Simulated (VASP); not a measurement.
# NaH (Fm-3m) in VASP: a series of runs

NaH is run at these levels: PBE0; tasks: single point.

Program: VASP 6.6.1. These are calculated values, not measurements. Logs are shortened: lines on timing, memory, paths and dates and some standing lists are left out, and cuts for length are marked.

## 1. The cell of the first run

It takes space group Fm-3m (No. 225, cubic). Conventional cell: a = 4.880 Å, b = 4.880 Å, c = 4.880 Å, α = 90.00°, β = 90.00°, γ = 90.00°. Within 3.2 Å of Na (site symmetry m-3m) lie 6 H at 2.44 Å. H (site symmetry m-3m) has 6 Na at 2.44 Å within 3.2 Å.

## 2. Single point, PBE0

Input file POSCAR:

```
NaH
1.0
    0.0000000000      2.4400000000      2.4400000000
    2.4400000000      0.0000000000      2.4400000000
    2.4400000000      2.4400000000      0.0000000000
Na H
1 1
Direct
    0.0000000000      0.0000000000      0.0000000000
    0.5000000000      0.5000000000      0.5000000000
```

Input file INCAR.step1:

```
SYSTEM = NaH
PREC = Accurate ; ENCUT = 520
EDIFF = 1E-5 ; ISMEAR = -1
SIGMA = 0.05 ; LREAL = .False.
LASPH = .True. ; NELM = 100
ALGO = Normal ; ISIF = 2
LWAVE = .True. ; NBANDS = 11
GGA = PE
```

Input file INCAR.step2:

```
SYSTEM = NaH
PREC = Accurate ; ENCUT = 520
EDIFF = 1E-6 ; ISMEAR = -1
SIGMA = 0.05 ; LREAL = .False.
LASPH = .True. ; NELM = 100
ALGO = Normal ; ISIF = 2
LWAVE = .False. ; LCHARG = .True.
GGA = PE ; LHFCALC = .True.
AEXX = 0.25 ; PRECFOCK = Normal
LELF = .True. ; LVHAR = .True.
NBANDS = 11 ; ISTART = 1
```

Input file KPOINTS:

```
regular mesh
0
Gamma
  6 6 6
  0 0 0
```

Potentials or basis: VASP PAW PBE potentials, release 64 (Na_pv, H).

On the command line:

```console
> cat potpaw_PBE.64/Na_pv/POTCAR potpaw_PBE.64/H/POTCAR > POTCAR
> cp INCAR.step1 INCAR
> mpirun -np 1 vasp_std > vasp.out
> cp INCAR.step2 INCAR
> mpirun -np 1 vasp_std > vasp.out
```

OUTCAR:

```text
SYSTEM = NaH
   PREC = Accurate
   ENCUT = 520
   EDIFF = 1E-6
   ISMEAR = -1
   LREAL = .False.
   LASPH = .True.
   NELM = 100
   ISIF = 2
   GGA = PE
   LHFCALC = .True.
   AEXX = 0.25
   PRECFOCK = Normal
   ISTART = 1

 ion  position               nearest neighbor table
   1  0.000  0.000  0.000-
   2  0.500  0.500  0.500-

  LATTYP: Found a face centered cubic cell.
 ALAT       =     4.8800000000

  Lattice vectors:

 A1 = (   0.0000000000,   2.4400000000,   2.4400000000)
 A2 = (   2.4400000000,   0.0000000000,   2.4400000000)
 A3 = (   2.4400000000,   2.4400000000,   0.0000000000)

Analysis of symmetry for initial positions (statically):
=====================================================================
 Subroutine PRICEL returns:
 Original cell was already a primitive cell.

 Routine SETGRP: Setting up the symmetry group for a
 face centered cubic supercell.

 Subroutine GETGRP returns: Found 48 space group operations
 (whereof 48 operations were pure point group operations)
 out of a pool of 48 trial point group operations.

The static configuration has the point symmetry O_h .

Analysis of symmetry for dynamics (positions and initial velocities):
=====================================================================
 Subroutine PRICEL returns:
 Original cell was already a primitive cell.

 Routine SETGRP: Setting up the symmetry group for a
 face centered cubic supercell.

 Subroutine GETGRP returns: Found 48 space group operations
 (whereof 48 operations were pure point group operations)
 out of a pool of 48 trial point group operations.

The dynamic configuration has the point symmetry O_h .

 Subroutine INISYM returns: Found 48 space group operations
 (whereof 48 operations are pure point group operations),
 and found     1 'primitive' translations

----------------------------------------------------------------------------------------

                                     Primitive cell

  volume of cell :      29.0536

  direct lattice vectors                    reciprocal lattice vectors
     0.000000000  2.440000000  2.440000000    -0.204918033  0.204918033  0.204918033
     2.440000000  0.000000000  2.440000000     0.204918033 -0.204918033  0.204918033
     2.440000000  2.440000000  0.000000000     0.204918033  0.204918033 -0.204918033

  length of vectors
     3.450681092  3.450681092  3.450681092     0.354928444  0.354928444  0.354928444

  position of ions in fractional coordinates (direct lattice)
     0.000000000  0.000000000  0.000000000
[... 85 lines left out ...]
   EFERMI_NEDOS =   21; number of points for ismear=-14 and -15
   IALGO  =     38    algorithm
   IMIX   =      1    mixing-type and parameters
     AMIX     =   0.40;   BMIX     =  1.00
     AMIX_MAG =   1.60;   BMIX_MAG =  1.00
  volume/ion in A,a.u.               =      14.53        98.03
  Fermi-wavevector in a.u.,A,eV,Ry     =   1.065054  2.012660 15.433636  1.134340
  Thomas-Fermi vector in A             =   2.200593
   LORBIT       =      0    0 simple, 1 ext, 2 COOP (PROOUT), +10 PAW based schemes
   GGA     = PE    functional components
   LHFCALC =     T    Hartree Fock is set to
   PRECFOCK=normal    Normal, Fast or Accurate (Low or Medium for compatibility)
   ENCUT4O =  -1.0   cutoff for four orbital integrals eV
   NKREDX  =     1    reduce k-point grid by
   NKREDY  =     1    reduce k-point grid by
   NKREDZ  =     1    reduce k-point grid by
   AEXX    =    0.2500 exact exchange contribution
   HFSCREEN=    0.0000 screening length (either q_TF or 0.3 A-1)
   HFSCREENC=   0.0000 screening length for correlation (either q_TF or 0.3 A-1)
   ENCUTFOCK=  -1.0 apply spherical cutoff to Coloumb kernel
   IVDW    =     0    specifies the selected vdW correction
   LEPSILON=     F    determine dielectric tensor
   LRPA    =     F    only Hartree local field effects (RPA)
 non-spin polarized calculation
  energy-cutoff  :      520.00
  volume of cell :       29.05
 maximum number of plane-waves:       797
 NGX is ok and might be reduce to    28
  NGX = 20; NGY = 20; NGZ = 20

 number of electron       8.0000008 magnetization

 Free energy of the ion-electron system (eV)
  ---------------------------------------------------
  ext. energy  EPLUGINS =         0.00000000
  ---------------------------------------------------
  free energy    TOTEN  =        -6.11470044 eV

  energy without entropy =       -6.11470044  energy(sigma->0) =       -6.11470044

 E-fermi :  -1.3289     XC(G=0):  -6.0619

 val. band max:       -2.3750774478   @ k =  -0.3333   0.5000   0.1667
 cond. band min:       3.1436156241   @ k =   0.5000   0.0000   0.0000
 fundamental gap:      5.5186930719
 Fermi energy:        -1.3288951772

 k-point     1 :       0.0000    0.0000    0.0000
  band No.  band energies     occupation
      1     -26.8107      2.00000
      2     -26.8107      2.00000
      3     -26.8107      2.00000
      4      -6.2488      2.00000
      5      10.1332      0.00000
      6      15.1805      0.00000
      7      15.1805      0.00000
      8      15.1805      0.00000
      9      16.1562      0.00000
     10      16.1562      0.00000
     11      16.1562      0.00000
[... 197 lines left out ...]
 k-point    16 :      -0.3333    0.5000    0.1667
  band No.  band energies     occupation
      1     -26.8693      2.00000
      2     -26.8478      2.00000
      3     -26.8389      2.00000
      4      -2.3751      2.00000
      5       4.6379      0.00000
      6       6.5832      0.00000
      7       8.2463      0.00000
      8      14.5126      0.00000
      9      14.7212      0.00000
     10      20.4760      0.00000
     11      20.4964      0.00000

------------------------ aborting loop because EDIFF is reached ----------------------------------------

  FORCE on cell =-STRESS in cart. coord.  units (eV):
  Direction    XX          YY          ZZ          XY          YZ          ZX
  --------------------------------------------------------------------------------------
  -------------------------------------------------------------------------------------
  Total       -0.1871197     -0.1871197     -0.1871197      0.0000000      0.0000000     -0.0000000
  in kB      -10.3188332    -10.3188332    -10.3188332      0.0000000      0.0000000     -0.0000000
  external PRESSURE =     -10.3188332 kB  Pullay stress =       0.0000000 kB

 VOLUME and BASIS-vectors are now :
 -----------------------------------------------------------------------------
  energy-cutoff  :      520.00
  volume of cell :       29.05
      direct lattice vectors                 reciprocal lattice vectors
     0.000000000  2.440000000  2.440000000    -0.204918033  0.204918033  0.204918033
     2.440000000  0.000000000  2.440000000     0.204918033 -0.204918033  0.204918033
     2.440000000  2.440000000  0.000000000     0.204918033  0.204918033 -0.204918033

 POSITION                                       TOTAL-FORCE (eV/Angst)
 -----------------------------------------------------------------------------------
      0.00000      0.00000      0.00000         0.000000      0.000000     -0.000000
      2.44000      2.44000      2.44000         0.000000      0.000000      0.000000
 -----------------------------------------------------------------------------------
    total drift:                               -0.000000     -0.000000      0.000000

  FREE ENERGIE OF THE ION-ELECTRON SYSTEM (eV)
  ---------------------------------------------------
  free  energy   TOTEN  =        -6.1147004434 eV

  energy  without entropy=       -6.1147004433  energy(sigma->0) =       -6.11470044
```

OUTCAR.step1:

```text
SYSTEM = NaH
   PREC = Accurate
   ENCUT = 520
   EDIFF = 1E-5
   ISMEAR = -1
   LREAL = .False.
[... 435 lines left out ...]
      0.00000      0.00000      0.00000         0.000000      0.000000      0.000000
      2.44000      2.44000      2.44000        -0.000000     -0.000000     -0.000000
 -----------------------------------------------------------------------------------
    total drift:                               -0.000000     -0.000000     -0.000000

  FREE ENERGIE OF THE ION-ELECTRON SYSTEM (eV)
  ---------------------------------------------------
  free  energy   TOTEN  =        -5.0860764687 eV

  energy  without entropy=       -5.0860764686  energy(sigma->0) =       -5.08607647
```

Wall time 2.5 min (1 thread of Intel Xeon 6975P-C (Granite Rapids), shared host); peak memory 0.16 GiB.

What came out:

| Quantity | Value |
| --- | --- |
| Free energy | -6.1147 eV |
| Pressure | -1.0 GPa |
| Band gap on the k mesh | 5.52 eV (least direct gap 6.42 eV) |

Caveat: the PAW data sets were made with another functional, which shifts forces and pressure a little. A k mesh can miss the band edges.

## 3. Single point, PBE0

This run uses another cell than the first one, of 15.11 Å³/atom.

Input file POSCAR:

```
NaH
1.0
    0.0000000000      2.4721089453      2.4721089453
    2.4721089453      0.0000000000      2.4721089453
    2.4721089453      2.4721089453      0.0000000000
Na H
1 1
Direct
    0.0000000000      0.0000000000      0.0000000000
    0.5000000000      0.5000000000      0.5000000000
```

Input file INCAR.step1:

```
SYSTEM = NaH
  ALGO = Normal
  EDIFF = 1E-5
  ENCUT = 520
  GGA = PE
  ISIF = 2
  ISMEAR = -1
  LASPH = .True.
  LCHARG = .False.
  LREAL = .False.
  LWAVE = .True.
  NBANDS = 11
  NELM = 80
  PREC = Accurate
  SIGMA = 0.05
```

Input file INCAR.step2:

```
SYSTEM = NaH
  AEXX = 0.25
  ALGO = Normal
  EDIFF = 1E-7
  ENCUT = 520
  GGA = PE
  ISIF = 2
  ISMEAR = -1
  ISTART = 1
  LASPH = .True.
  LCHARG = .False.
  LHFCALC = .True.
  LREAL = .False.
  LWAVE = .False.
  NBANDS = 11
  NELM = 80
  PREC = Accurate
  PRECFOCK = Normal
  SIGMA = 0.05
```

Input file KPOINTS:

```
k-points
0
Gamma
  6 6 6
  0 0 0
```

Potentials or basis: VASP PAW PBE potentials, release 64 (Na_pv, H).

On the command line:

```console
> cat potpaw_PBE.64/Na_pv/POTCAR potpaw_PBE.64/H/POTCAR > POTCAR
> cp INCAR.step1 INCAR
> mpirun -np 1 vasp_std > vasp.out
> cp INCAR.step2 INCAR
> mpirun -np 1 vasp_std > vasp.out
```

It took 3.3 min on 1 thread of Intel Xeon 6975P-C (Granite Rapids), shared host; peak memory 0.16 GiB.

It converged, with:

| Item | Value |
| --- | --- |
| Free energy | -6.1049 eV |
| Pressure | -1.8 GPa |
| Band gap on the k mesh | 5.44 eV (least direct gap 6.32 eV) |

Levels at points of the mesh, in eV from the valence-band top:
| k point | band 2 | band 3 | band 4 | band 5 | band 6 | band 7 |
| --- | --- | --- | --- | --- | --- | --- |
| (0.00, 0.00, 0.00) | -24.52 | -24.52 | -3.76 | 12.15 | 17.24 | 17.24 |
| (0.50, 0.00, 0.00) | -24.53 | -24.53 | -0.88 | 5.44 | 12.44 | 15.14 |
| (0.50, 0.50, 0.00) | -24.54 | -24.54 | -0.13 | 6.27 | 11.73 | 12.34 |

Caveat: the PAW data sets were made with another functional, which shifts forces and pressure a little.

## 4. Single point, PBE0

This run uses another cell than the first one, of 15.40 Å³/atom.

Input file POSCAR:

```
NaH
1.0
    0.0000000000      2.4878552867      2.4878552867
    2.4878552867      0.0000000000      2.4878552867
    2.4878552867      2.4878552867      0.0000000000
Na H
1 1
Direct
    0.0000000000      0.0000000000      0.0000000000
    0.5000000000      0.5000000000      0.5000000000
```

Input file INCAR.step1:

```
PREC     = Accurate       # precision mode
ENCUT    = 520            # plane-wave cutoff, eV
EDIFF    = 1E-5           # SCF threshold, eV
ISMEAR   = -1             # smearing method
SIGMA    = 0.05           # smearing width, eV
LREAL    = False          # projectors in reciprocal space
LASPH    = True           # aspherical terms in the spheres
NELM     = 80             # most SCF steps
ALGO     = Normal         # electronic algorithm
ISIF     = 2              # what is computed and relaxed
LWAVE    = True           # write WAVECAR
LCHARG   = False          # write CHGCAR
GGA      = PE             # functional
NBANDS   = 11             # bands
```

Input file INCAR.step2:

```
PREC     = Accurate       # precision mode
ENCUT    = 520            # plane-wave cutoff, eV
EDIFF    = 1E-6           # SCF threshold, eV
ISMEAR   = -1             # smearing method
SIGMA    = 0.05           # smearing width, eV
LREAL    = False          # projectors in reciprocal space
LASPH    = True           # aspherical terms in the spheres
NELM     = 80             # most SCF steps
ALGO     = Normal         # electronic algorithm
ISIF     = 2              # what is computed and relaxed
LWAVE    = False          # write WAVECAR
LCHARG   = False          # write CHGCAR
GGA      = PE             # functional
LHFCALC  = True           # exact exchange
AEXX     = 0.25           # exact-exchange fraction
PRECFOCK = Normal       
ISTART   = 1            
NBANDS   = 11             # bands
```

Input file KPOINTS:

```
Automatic mesh
0
Gamma
  6 6 6
```

On the command line:

```console
> cat potpaw_PBE.64/Na_pv/POTCAR potpaw_PBE.64/H/POTCAR > POTCAR
> cp INCAR.step1 INCAR
> mpirun -np 1 vasp_std > vasp.out
> cp INCAR.step2 INCAR
> mpirun -np 1 vasp_std > vasp.out
```

Run time: 2.4 min. Hardware: 1 thread of Intel Xeon 6975P-C (Granite Rapids), shared host; peak memory 0.16 GiB.

The run converged. Its results:

```yaml
Free_energy: -6.0982 eV
Pressure: -2.1 GPa
Band_gap_on_the_k_mesh: 5.40 eV (least direct gap 6.27 eV)
```

Levels at points of the mesh, in eV from the valence-band top:
| k point | band 2 | band 3 | band 4 | band 5 | band 6 | band 7 |
| --- | --- | --- | --- | --- | --- | --- |
| (0.00, 0.00, 0.00) | -24.56 | -24.56 | -3.70 | 11.98 | 17.09 | 17.09 |
| (0.50, 0.00, 0.00) | -24.57 | -24.57 | -0.87 | 5.40 | 12.31 | 15.02 |
| (0.50, 0.50, 0.00) | -24.58 | -24.58 | -0.12 | 6.23 | 11.65 | 12.22 |

Caveat: the PAW data sets were made with another functional, which shifts forces and pressure a little. A k mesh can miss the band edges.

## 5. Summary

| cell | gap on the mesh (eV) | pressure (GPa) |
| --- | --- | --- |
| a = 3.451 Å, angles 60.0°, 2 atoms | 5.52 | -1.0 |
| a = 3.496 Å, angles 60.0°, 2 atoms | 5.44 | -1.8 |
| a = 3.518 Å, angles 60.0°, 2 atoms | 5.40 | -2.1 |

Alike in all rows: task single point; level PBE0; potentials or basis VASP PAW PBE potentials, release 64 (Na_pv, H); no spin polarisation; k mesh 6 × 6 × 6; cutoff (eV) 520; smearing fermi-dirac 0.05 eV.

Caveats: the PAW data sets were made with another functional, which shifts forces and pressure a little.

Total energies depend on the potentials used, so only differences within one code and one set of settings carry meaning.
